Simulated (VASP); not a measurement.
# Fe4Si (Fmmm) in VASP: single point with PBEsol

Aim: the single point of Fe4Si with PBEsol.

All numbers are computed with VASP 6.6.1; they aren't measurements. Logs are shortened: lines on timing, memory, paths and dates and some standing lists are left out, and cuts for length are marked.

## Step 1: The cell of the first run

It takes space group Fmmm (No. 69, orthorhombic). Conventional cell: a = 3.044 Å, b = 4.055 Å, c = 18.933 Å, α = 90.00°, β = 90.00°, γ = 90.00°. Fe (site symmetry mm2) has 4 Si at 2.34 to 2.70 Å and 10 Fe at 2.49 to 3.04 Å within 3.1 Å. Fe (site symmetry mm2) has 14 Fe at 2.49 to 3.04 Å within 3.3 Å. Si (site symmetry mmm) has 8 Fe at 2.34 to 2.70 Å and 6 Si at 2.54 to 3.04 Å within 3.1 Å.

## Step 2: Single point, PBEsol

Contents of INCAR:

```
ALGO = Fast
EDIFF = 1E-6
ENCUT = 520
GGA = PS
ISIF = 2
ISMEAR = -1
LASPH = T
LCHARG = F
LREAL = F
LWAVE = F
NBANDS = 26
NELM = 80
PREC = Accurate
SIGMA = 0.05
```

Contents of KPOINTS:

```
k-points
0
Gamma
  11 11 11
```

Contents of POSCAR:

```
Fe4Si
1.0
    0.0000000000      2.0276100000      9.4663410000
    1.5219040000      0.0000000000      9.4663410000
    1.5219040000      2.0276100000      0.0000000000
Fe Si
4 1
Direct
    0.5940690000      0.5940690000      0.4059310000
    0.1979710000      0.1979710000      0.8020290000
    0.8020290000      0.8020290000      0.1979710000
    0.4059310000      0.4059310000      0.5940690000
    0.0000000000      0.0000000000      0.0000000000
```

Potentials or basis: VASP PAW PBE potentials, release 64 (Fe, Si).

Launch:

```bash
> cat potpaw_PBE.64/Fe/POTCAR potpaw_PBE.64/Si/POTCAR > POTCAR
> mpirun -np 1 vasp_std > vasp.out
```

OUTCAR:

```text
EDIFF = 1E-6
   ENCUT = 520
   GGA = PS
   ISIF = 2
   ISMEAR = -1
   LASPH = T
   LREAL = F
   NELM = 80
   PREC = Accurate

 ion  position               nearest neighbor table
   1  0.594  0.594  0.406-   5 2.34   5 2.34   2 2.49   2 2.49   5 2.70   5 2.70   2 2.83   2 2.83

   2  0.198  0.198  0.802-   1 2.49   1 2.49   3 2.49   3 2.49   1 2.83   1 2.83   3 2.83   3 2.83

   3  0.802  0.802  0.198-   4 2.49   4 2.49   2 2.49   2 2.49   4 2.83   4 2.83   2 2.83   2 2.83

   4  0.406  0.406  0.594-   5 2.34   5 2.34   3 2.49   3 2.49   5 2.70   5 2.70   3 2.83   3 2.83

   5  0.000  0.000  0.000-   1 2.34   1 2.34   4 2.34   4 2.34   4 2.70   1 2.70   1 2.70   4 2.70

  LATTYP: Found a face centered orthorhombic cell.
 ALAT       =     3.0438080000
 B/A-ratio  =     1.3322850850
 C/A-ratio  =     6.2200644719

  Lattice vectors:

 A1 = (   0.0000000000,   2.0276100000,   9.4663410000)
 A2 = (   1.5219040000,   0.0000000000,   9.4663410000)
 A3 = (   1.5219040000,   2.0276100000,   0.0000000000)

Analysis of symmetry for initial positions (statically):
=====================================================================
 Subroutine PRICEL returns:
 Original cell was already a primitive cell.

 Routine SETGRP: Setting up the symmetry group for a
 face centered orthorhombic supercell.

 Subroutine GETGRP returns: Found  8 space group operations
 (whereof  8 operations were pure point group operations)
 out of a pool of  8 trial point group operations.

The static configuration has the point symmetry D_2h.

Analysis of symmetry for dynamics (positions and initial velocities):
=====================================================================
 Subroutine PRICEL returns:
 Original cell was already a primitive cell.

 Routine SETGRP: Setting up the symmetry group for a
 face centered orthorhombic supercell.

 Subroutine GETGRP returns: Found  8 space group operations
 (whereof  8 operations were pure point group operations)
 out of a pool of  8 trial point group operations.

The dynamic configuration has the point symmetry D_2h.

 Subroutine INISYM returns: Found  8 space group operations
 (whereof  8 operations are pure point group operations),
 and found     1 'primitive' translations

----------------------------------------------------------------------------------------

                                     Primitive cell

  volume of cell :      58.4230

  direct lattice vectors                    reciprocal lattice vectors
     0.000000000  2.027610000  9.466341000    -0.328535834  0.246595746  0.052818718
     1.521904000  0.000000000  9.466341000     0.328535834 -0.246595746  0.052818718
     1.521904000  2.027610000  0.000000000     0.328535834  0.246595746 -0.052818718

  length of vectors
     9.681054397  9.587898816  2.535230581     0.414167929  0.414167929  0.414167929

  position of ions in fractional coordinates (direct lattice)
     0.594069000  0.594069000  0.405931000
     0.197971000  0.197971000  0.802029000
     0.802029000  0.802029000  0.197971000
     0.405931000  0.405931000  0.594069000
     0.000000000  0.000000000  0.000000000

  ion indices of the primitive-cell ions
   primitive index   ion index
                 1           1
                 2           2
                 3           3
                 4           4
                 5           5

----------------------------------------------------------------------------------------

 KPOINTS: k-points

Automatic generation of k-mesh.
 Grid dimensions read from file:
 generate k-points for:   11   11   11

 Generating k-lattice:

  Cartesian coordinates                     Fractional coordinates (reciprocal lattice)
    -0.029866894  0.022417795  0.004801702     0.090909091  0.000000000  0.000000000
     0.029866894 -0.022417795  0.004801702     0.000000000  0.090909091  0.000000000
     0.029866894  0.022417795 -0.004801702    -0.000000000 -0.000000000  0.090909091

  Length of vectors
     0.037651630  0.037651630  0.037651630

  Shift w.r.t. Gamma in fractional coordinates (k-lattice)
     0.000000000  0.000000000  0.000000000

 Subroutine IBZKPT returns following result:
 ===========================================

 Found    216 irreducible k-points:

 Following reciprocal coordinates:
            Coordinates               Weight
  0.000000  0.000000  0.000000      1.000000
  0.090909 -0.000000 -0.000000      8.000000
  0.181818  0.000000  0.000000      8.000000
  0.272727  0.000000 -0.000000      8.000000
  0.363636 -0.000000  0.000000      8.000000
  0.454545 -0.000000 -0.000000      8.000000
[... 16 lines left out ...]
 -0.272727  0.181818  0.000000      8.000000
 -0.181818  0.181818  0.000000      4.000000
 [... further k-points ...]
   k-points           NKPTS =    216   k-points in BZ     NKDIM =    216   number of bands    NBANDS=     26
   number of dos      NEDOS =    301   number of ions     NIONS =      5
   total plane-waves  NPLWV = 103680
   dimension x,y,z NGX =    72 NGY =   72 NGZ =   20
   dimension x,y,z NGXF=   144 NGYF=  144 NGZF=   40
   ions per type =               4   1
   NGX,Y,Z   is equivalent  to a cutoff of  12.36, 12.48, 13.11 a.u.
   NGXF,Y,Z  is equivalent  to a cutoff of  24.73, 24.97, 26.23 a.u.
 SYSTEM =  unknown system
   PREC   = accura    normal or accurate (medium, high low for compatibility)
   ISTART =      0    job   : 0-new  1-cont  2-samecut
   ICHARG =      2    charge: 1-file 2-atom 10-const
   ISPIN  =      1    spin polarized calculation?
   LNONCOLLINEAR =      F non collinear calculations
   LSORBIT =      F    spin-orbit coupling
   LASPH  =      T    aspherical Exc in radial PAW
   ENCUT  =  520.0 eV  38.22 Ry    6.18 a.u.  18.00 17.83  4.71*2*pi/ulx,y,z
   NELM   =     80;   NELMIN=  2; NELMDL= -5     # of ELM steps
   EDIFF  = 0.1E-05   stopping-criterion for ELM
   LREAL  =      F    real-space projection
   EDIFFG = 0.1E-04   stopping-criterion for IOM
   NSW    =      0    number of steps for IOM
   IBRION =     -1    ionic relax: 0-MD 1-quasi-New 2-CG
   NFREE  =      0    steps in history (QN), initial steepest desc. (CG)
   ISIF   =      2    stress and relaxation
   ISYM   =      2    0-nonsym 1-usesym 2-fastsym
   POTIM  = 0.5000    time-step for ionic-motion
   TEBEG  =    0.0;   TEEND  =   0.0 temperature during run
   PSTRESS=    0.0 pullay stress
   NELECT =      36.0000    total number of electrons
   NUPDOWN=      -1.0000    fix difference up-down
   EMIN   =  10.00;   EMAX   =-10.00  energy-range for DOS
   EFERMI =   0.00;   METHOD = LEGACY
   ISMEAR =    -1;   SIGMA  =   0.05  broadening in eV -4-tet -1-fermi 0-gaus
   EFERMI_NEDOS =   21; number of points for ismear=-14 and -15
   IALGO  =     68    algorithm
   IMIX   =      4    mixing-type and parameters
     AMIX     =   0.40;   BMIX     =  1.00
     AMIX_MAG =   1.60;   BMIX_MAG =  1.00
  volume/ion in A,a.u.               =      11.68        78.85
  Fermi-wavevector in a.u.,A,eV,Ry     =   1.393096  2.632570 26.405052  1.940717
  Thomas-Fermi vector in A             =   2.516775
   LORBIT       =      0    0 simple, 1 ext, 2 COOP (PROOUT), +10 PAW based schemes
   GGA     = PS    functional components
   LHFCALC =     F    Hartree Fock is set to
   AEXX    =    0.0000 exact exchange contribution
   IVDW    =     0    specifies the selected vdW correction
   LEPSILON=     F    determine dielectric tensor
   LRPA    =     F    only Hartree local field effects (RPA)
 non-spin polarized calculation
 RMM-DIIS sequential band-by-band and
  energy-cutoff  :      520.00
  volume of cell :       58.42
 maximum number of plane-waves:      1595
   NGX = 35   NGY = 35   NGZ =  9

 number of electron      36.0000007 magnetization

 Free energy of the ion-electron system (eV)
  ---------------------------------------------------
  ext. energy  EPLUGINS =         0.00000000
  ---------------------------------------------------
  free energy    TOTEN  =       -39.97515699 eV

  energy without entropy =      -39.84220447  energy(sigma->0) =      -39.90868073

 E-fermi :   6.8749     XC(G=0): -12.9368

 val. band max:        6.8746597084   @ k =  -0.2727   0.0909   0.2727
 cond. band min:       6.8756607631   @ k =   0.0909  -0.0000  -0.0000
 fundamental gap:      0.0010010547
 Fermi energy:         6.8748866532

 k-point     1 :       0.0000    0.0000    0.0000
  band No.  band energies     occupation
      1      -6.2851      2.00000
      2      -0.8429      2.00000
      3      -0.4274      2.00000
      4       2.3799      2.00000
      5       2.6902      2.00000
      6       4.2189      2.00000
[... 18 lines left out ...]
     25       7.6261      0.00000
     26      14.2153      0.00000

 k-point     2 :       0.0909   -0.0000   -0.0000
  band No.  band energies     occupation
      1      -6.0897      2.00000
      2      -0.6509      2.00000
      3      -0.1832      2.00000
      4       2.5130      2.00000
      5       2.8635      2.00000
      6       4.2563      2.00000
[... 18 lines left out ...]
     25       8.0966      0.00000
     26      13.6540      0.00000

 k-point     3 :       0.1818    0.0000    0.0000
  band No.  band energies     occupation
      1      -5.5094      2.00000
      2      -0.0773      2.00000
      3       0.4928      2.00000
      4       2.8533      2.00000
      5       3.2993      2.00000
      6       4.3176      2.00000
[... 572 lines left out ...]
 k-point    23 :      -0.2727    0.1818    0.0000
  band No.  band energies     occupation
      1      -1.7510      2.00000
      2       0.2553      2.00000
      3       2.8472      2.00000
      4       2.9388      2.00000
      5       2.9793      2.00000
      6       3.8031      2.00000
[... 18 lines left out ...]
     25       9.4821      0.00000
     26      10.7727      0.00000

 k-point    24 :      -0.1818    0.1818    0.0000
  band No.  band energies     occupation
      1      -3.2788      2.00000
      2       1.8536      2.00000
      3       1.9771      2.00000
      4       2.5334      2.00000
      5       3.1475      2.00000
      6       3.8616      2.00000
[... 18 lines left out ...]
     25       9.6013      0.00000
     26      10.5887      0.00000

 [... further k-points ...]

------------------------ aborting loop because EDIFF is reached ----------------------------------------

  FORCE on cell =-STRESS in cart. coord.  units (eV):
  Direction    XX          YY          ZZ          XY          YZ          ZX
  --------------------------------------------------------------------------------------
  -------------------------------------------------------------------------------------
  Total       -5.2015230    -10.5377663    -10.6153122     -0.0000000      0.0000000      0.0000000
  in kB     -142.6452400   -288.9850131   -291.1116129     -0.0000000      0.0000000      0.0000000
  external PRESSURE =    -240.9139553 kB  Pullay stress =       0.0000000 kB

 VOLUME and BASIS-vectors are now :
 -----------------------------------------------------------------------------
  energy-cutoff  :      520.00
  volume of cell :       58.42
      direct lattice vectors                 reciprocal lattice vectors
     0.000000000  2.027610000  9.466341000    -0.328535834  0.246595746  0.052818718
     1.521904000  0.000000000  9.466341000     0.328535834 -0.246595746  0.052818718
     1.521904000  2.027610000  0.000000000     0.328535834  0.246595746 -0.052818718

 POSITION                                       TOTAL-FORCE (eV/Angst)
 -----------------------------------------------------------------------------------
      1.52190      2.02761     11.24732         0.000000      0.000000      0.652187
      1.52190      2.02761      3.74812         0.000000      0.000000      0.102820
      1.52190      2.02761     15.18456         0.000000      0.000000     -0.102820
      1.52190      2.02761      7.68536         0.000000      0.000000     -0.652187
      0.00000      0.00000      0.00000         0.000000      0.000000      0.000000
 -----------------------------------------------------------------------------------
    total drift:                               -0.000000     -0.000000      0.000000

  FREE ENERGIE OF THE ION-ELECTRON SYSTEM (eV)
  ---------------------------------------------------
  free  energy   TOTEN  =       -39.9751569917 eV

  energy  without entropy=      -39.8422044668  energy(sigma->0) =      -39.90868073
```

Run time: 53 min. Hardware: 1 thread of AMD EPYC 7R13, shared host; peak memory 0.48 GiB.

Results:

- Free energy: -39.9752 eV
- Pressure: -24.1 GPa
- Largest force: 0.652 eV/Å
- Band gap on the k mesh: zero (band 18 reaches 7.60 eV, above the bottom of band 19 at 6.42 eV)

Forces on the atoms (eV/Å):
```
Fe   0.000  0.000  0.652
Fe   0.000  0.000  0.103
Fe   0.000  0.000 -0.103
Fe   0.000  0.000 -0.652
Si   0.000  0.000  0.000
```

Caveat: the PAW data sets were made with another functional, which shifts forces and pressure a little. Spin polarisation is off, so any magnetic state and its effect on volume and gap are missing.
